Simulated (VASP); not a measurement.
# PtSe2 in VASP: further runs, part 2 of 2

VASP 6.6.1. The steps go on from the part before.

### Step 4. Single point, PBE+D3(BJ) (biaxial strain +0.020, then relaxed in part)

INCAR reads:

```
SYSTEM = PtSe2
PREC     = Accurate       ! precision mode
ENCUT    = 520            ! plane-wave cutoff, eV
EDIFF    = 1E-7           ! SCF threshold, eV
ISMEAR   = 0              ! smearing method
SIGMA    = 0.02           ! smearing width, eV
LREAL    = .FALSE.        ! projectors in reciprocal space
LASPH    = .TRUE.         ! aspherical terms in the spheres
NELM     = 100            ! most SCF steps
ALGO     = Normal         ! electronic algorithm
ISIF     = 2              ! what is computed and relaxed
LWAVE    = .FALSE.        ! write WAVECAR
LCHARG   = .FALSE.        ! write CHGCAR
LDIPOL   = .TRUE.       
IDIPOL   = 3            
DIPOL    = 0.5 0.5 0.500
GGA      = PE             ! functional
IVDW     = 12             ! dispersion correction
NBANDS   = 18             ! bands
```

KPOINTS reads:

```
regular mesh
0
G
  12 12 1
  0 0 0
```

POSCAR reads:

```
PtSe2
1.0
    3.7810034578      0.0000000000      0.0000000000
   -1.8905017289      3.2744450462      0.0000000000
    0.0000000000      0.0000000000     31.1216233429
Se Pt
2 1
Direct
    0.6666666667      0.3333333333      0.4587505310
    0.3333333333      0.6666666667      0.5412494690
    0.0000000000      0.0000000000      0.5000000000
```

Potentials or basis: VASP PAW PBE potentials, release 64 (Se, Pt).

Started as:

```console
$ cat potpaw_PBE.64/Se/POTCAR potpaw_PBE.64/Pt/POTCAR > POTCAR
$ mpirun -np 1 vasp_std > vasp.out
```

OUTCAR:

```text
SYSTEM = PtSe2
   PREC = Accurate
   ENCUT = 520
   EDIFF = 1E-7
   ISMEAR = 0
   LREAL = .FALSE.
   LASPH = .TRUE.
   NELM = 100
   ISIF = 2
   GGA = PE
   IVDW = 12
 IVDW          = 12

 ion  position               nearest neighbor table
   1  0.667  0.333  0.459-   3 2.53   3 2.53   3 2.53
   2  0.333  0.667  0.541-   3 2.53   3 2.53   3 2.53
   3  0.000  0.000  0.500-   1 2.53   2 2.53   2 2.53   1 2.53   1 2.53   2 2.53

  LATTYP: Found a hexagonal cell.
 ALAT       =     3.7810034578
 C/A-ratio  =     8.2310486331

  Lattice vectors:

 A1 = (   3.7810034578,   0.0000000000,   0.0000000000)
 A2 = (  -1.8905017289,   3.2744450462,   0.0000000000)
 A3 = (   0.0000000000,   0.0000000000,  31.1216233429)

Analysis of symmetry for initial positions (statically):
=====================================================================
 Subroutine PRICEL returns:
 Original cell was already a primitive cell.

 Routine SETGRP: Setting up the symmetry group for a
 hexagonal supercell.

 Subroutine GETGRP returns: Found 12 space group operations
 (whereof 12 operations were pure point group operations)
 out of a pool of 24 trial point group operations.

The static configuration has the point symmetry D_3d.

Analysis of symmetry for dynamics (positions and initial velocities):
=====================================================================
 Subroutine PRICEL returns:
 Original cell was already a primitive cell.

 Routine SETGRP: Setting up the symmetry group for a
 hexagonal supercell.

 Subroutine GETGRP returns: Found 12 space group operations
 (whereof 12 operations were pure point group operations)
 out of a pool of 24 trial point group operations.

The dynamic configuration has the point symmetry D_3d.

 Subroutine INISYM returns: Found 12 space group operations
 (whereof 12 operations are pure point group operations),
 and found     1 'primitive' translations

----------------------------------------------------------------------------------------

                                     Primitive cell

  volume of cell :     385.3071

  direct lattice vectors                    reciprocal lattice vectors
     3.781003458  0.000000000  0.000000000     0.264480054  0.152697631  0.000000000
    -1.890501729  3.274445046  0.000000000     0.000000000  0.305395261  0.000000000
     0.000000000  0.000000000 31.121623343     0.000000000  0.000000000  0.032132000

  length of vectors
     3.781003458  3.781003458 31.121623343     0.305395261  0.305395261  0.032132000

  position of ions in fractional coordinates (direct lattice)
     0.666666667  0.333333333  0.458750531
     0.333333333  0.666666667  0.541249469
     0.000000000  0.000000000  0.500000000

  ion indices of the primitive-cell ions
   primitive index   ion index
                 1           1
                 2           2
                 3           3

----------------------------------------------------------------------------------------

 KPOINTS: regular mesh

Automatic generation of k-mesh.
 Grid dimensions read from file:
 generate k-points for:   12   12    1

 Generating k-lattice:

  Cartesian coordinates                     Fractional coordinates (reciprocal lattice)
     0.022040005  0.012724803  0.000000000     0.083333333  0.000000000  0.000000000
     0.000000000  0.025449605  0.000000000     0.000000000  0.083333333  0.000000000
     0.000000000  0.000000000  0.032132000     0.000000000  0.000000000  1.000000000

  Length of vectors
     0.025449605  0.025449605  0.032132000

  Shift w.r.t. Gamma in fractional coordinates (k-lattice)
     0.000000000  0.000000000  0.000000000

 Subroutine IBZKPT returns following result:
 ===========================================

 Found     19 irreducible k-points:

 Following reciprocal coordinates:
            Coordinates               Weight
  0.000000  0.000000  0.000000      1.000000
  0.083333 -0.000000  0.000000      6.000000
  0.166667 -0.000000  0.000000      6.000000
  0.250000  0.000000  0.000000      6.000000
  0.333333 -0.000000  0.000000      6.000000
  0.416667 -0.000000  0.000000      6.000000
[... 11 lines left out ...]
  0.333333  0.250000  0.000000     12.000000
  0.333333  0.333333  0.000000      2.000000
   k-points           NKPTS =     19   k-points in BZ     NKDIM =     19   number of bands    NBANDS=     18
   number of dos      NEDOS =    301   number of ions     NIONS =      3
   total plane-waves  NPLWV = 188160
   dimension x,y,z NGX =    28 NGY =   28 NGZ =  240
   dimension x,y,z NGXF=    56 NGYF=   56 NGZF=  480
   ions per type =               2   1
   NGX,Y,Z   is equivalent  to a cutoff of  12.31, 12.31, 12.82 a.u.
   NGXF,Y,Z  is equivalent  to a cutoff of  24.62, 24.62, 25.64 a.u.
 SYSTEM =  PtSe2
   PREC   = accura    normal or accurate (medium, high low for compatibility)
   ISTART =      0    job   : 0-new  1-cont  2-samecut
   ICHARG =      2    charge: 1-file 2-atom 10-const
   ISPIN  =      1    spin polarized calculation?
   LNONCOLLINEAR =      F non collinear calculations
   LSORBIT =      F    spin-orbit coupling
   LASPH  =      T    aspherical Exc in radial PAW
   ENCUT  =  520.0 eV  38.22 Ry    6.18 a.u.   7.03  7.03 57.87*2*pi/ulx,y,z
   NELM   =    100;   NELMIN=  2; NELMDL= -5     # of ELM steps
   EDIFF  = 0.1E-06   stopping-criterion for ELM
   LREAL  =      F    real-space projection
   EDIFFG = 0.1E-05   stopping-criterion for IOM
   NSW    =      0    number of steps for IOM
   IBRION =     -1    ionic relax: 0-MD 1-quasi-New 2-CG
   NFREE  =      0    steps in history (QN), initial steepest desc. (CG)
   ISIF   =      2    stress and relaxation
   ISYM   =      2    0-nonsym 1-usesym 2-fastsym
   POTIM  = 0.5000    time-step for ionic-motion
   TEBEG  =    0.0;   TEEND  =   0.0 temperature during run
   PSTRESS=    0.0 pullay stress
   NELECT =      22.0000    total number of electrons
   NUPDOWN=      -1.0000    fix difference up-down
   EMIN   =  10.00;   EMAX   =-10.00  energy-range for DOS
   EFERMI =   0.00;   METHOD = LEGACY
   ISMEAR =     0;   SIGMA  =   0.02  broadening in eV -4-tet -1-fermi 0-gaus
   EFERMI_NEDOS =   21; number of points for ismear=-14 and -15
   IALGO  =     38    algorithm
   IMIX   =      4    mixing-type and parameters
     AMIX     =   0.40;   BMIX     =  1.00
     AMIX_MAG =   1.60;   BMIX_MAG =  1.00
  volume/ion in A,a.u.               =     128.44       866.73
  Fermi-wavevector in a.u.,A,eV,Ry     =   0.630396  1.191276  5.406942  0.397399
  Thomas-Fermi vector in A             =   1.693014
   LORBIT       =      0    0 simple, 1 ext, 2 COOP (PROOUT), +10 PAW based schemes
   GGA     = PE    functional components
   LHFCALC =     F    Hartree Fock is set to
   AEXX    =    0.0000 exact exchange contribution
   IVDW    =    12    specifies the selected vdW correction
   LEPSILON=     F    determine dielectric tensor
   LRPA    =     F    only Hartree local field effects (RPA)
 non-spin polarized calculation
 Gauss-broadening in eV      SIGMA  =   0.02
  energy-cutoff  :      520.00
  volume of cell :      385.31
 maximum number of plane-waves:     10417
   NGX = 15   NGY = 15   NGZ =115

 number of electron      21.9999997 magnetization

 dipolmoment           0.000000      0.000000     -0.000000 electrons x Angstroem

 Free energy of the ion-electron system (eV)
  ---------------------------------------------------
  ext. energy  EPLUGINS =         0.00000000
  ---------------------------------------------------
  free energy    TOTEN  =       -14.29087000 eV

  energy without entropy =      -14.29087000  energy(sigma->0) =      -14.29087000

 E-fermi :  -3.8438     XC(G=0):  -2.1300

 val. band max:       -3.9728127477   @ k =   0.1667   0.1667   0.0000
 cond. band min:      -2.6235690605   @ k =   0.2500   0.0000   0.0000
 fundamental gap:      1.3492436872
 Fermi energy:        -3.8437976557

 k-point     1 :       0.0000    0.0000    0.0000
  band No.  band energies     occupation
      1     -17.8817      2.00000
      2     -16.0605      2.00000
      3      -9.0304      2.00000
      4      -9.0304      2.00000
      5      -8.8645      2.00000
      6      -6.7494      2.00000
[... 376 lines left out ...]
      5      -8.7170      2.00000
      6      -7.3262      2.00000
[... 10 lines left out ...]
     17       4.7501      0.00000
     18       4.7752      0.00000

------------------------ aborting loop because EDIFF is reached ----------------------------------------

 vacuum level on the upper side and lower side of the slab       (xc-potential included)        -0.007        -0.007

 Edisp (eV)   -0.86543

 E8    (eV) :    -0.3978

  FORCE on cell =-STRESS in cart. coord.  units (eV):
  Direction    XX          YY          ZZ          XY          YZ          ZX
  --------------------------------------------------------------------------------------
  -------------------------------------------------------------------------------------
  Total      -1.39271    -1.39271    -0.02052    -0.00000    -0.00000     0.00000
  in kB      -5.79114    -5.79114    -0.08531    -0.00000    -0.00000     0.00000
  external pressure =       -3.89 kB  Pullay stress =        0.00 kB

 VOLUME and BASIS-vectors are now :
 -----------------------------------------------------------------------------
  energy-cutoff  :      520.00
  volume of cell :      385.31
      direct lattice vectors                 reciprocal lattice vectors
     3.781003458  0.000000000  0.000000000     0.264480054  0.152697631  0.000000000
    -1.890501729  3.274445046  0.000000000     0.000000000  0.305395261  0.000000000
     0.000000000  0.000000000 31.121623343     0.000000000  0.000000000  0.032132000

 POSITION                                       TOTAL-FORCE (eV/Angst)
 -----------------------------------------------------------------------------------
      1.89050      1.09148     14.27706         0.000000     -0.000000      0.002305
     -0.00000      2.18296     16.84456        -0.000000      0.000000     -0.002305
      0.00000      0.00000     15.56081         0.000000      0.000000      0.000000
 -----------------------------------------------------------------------------------
    total drift:                               -0.000000     -0.000000      0.000000

  FREE ENERGIE OF THE ION-ELECTRON SYSTEM (eV)
  ---------------------------------------------------
  free  energy   TOTEN  =       -15.1563005718 eV

  energy  without entropy=      -15.1563005718  energy(sigma->0) =      -15.15630057

 vacuum level on the upper side and lower side of the slab         1.749         1.749
```

Wall time 2.2 min (1 thread of Intel Xeon 6975P-C (Granite Rapids), shared host); peak memory 0.53 GiB.

What came out:

```
Free energy                : -15.1563 eV
Band gap on the k mesh     : 1.35 eV, indirect (least direct gap 1.48 eV)
Dispersion energy per atom : -0.288 eV
```

Forces in eV/Å, atoms in the order of the input:
```
Se   0.000  0.000  0.002
Se   0.000  0.000 -0.002
Pt   0.000  0.000  0.000
```

Caveat: the cell differs from its parent crystal (biaxial strain +0.020, then relaxed in part); spin-orbit coupling is left out, which moves the levels of the heavy elements.

### Step 5. Overview

```tsv
cell	gap on the mesh (eV)
a = 3.559, b = 3.559, c = 31.122 Å, angles 90.0, 90.0, 120.0°, 3 atoms	1.01
a = 3.633, b = 3.633, c = 31.122 Å, angles 90.0, 90.0, 120.0°, 3 atoms	1.27
a = 3.781, b = 3.781, c = 31.122 Å, angles 90.0, 90.0, 120.0°, 3 atoms	1.35
```

Alike in all rows: task single point; level PBE+D3(BJ); potentials or basis VASP PAW PBE potentials, release 64 (Se, Pt); no spin polarisation; k mesh 12 × 12 × 1; cutoff (eV) 520; smearing gaussian 0.02 eV.

Caveats: spin-orbit coupling is left out, which moves the levels of the heavy elements.

Total energies depend on the potentials used, so only differences within one code and one set of settings carry meaning.
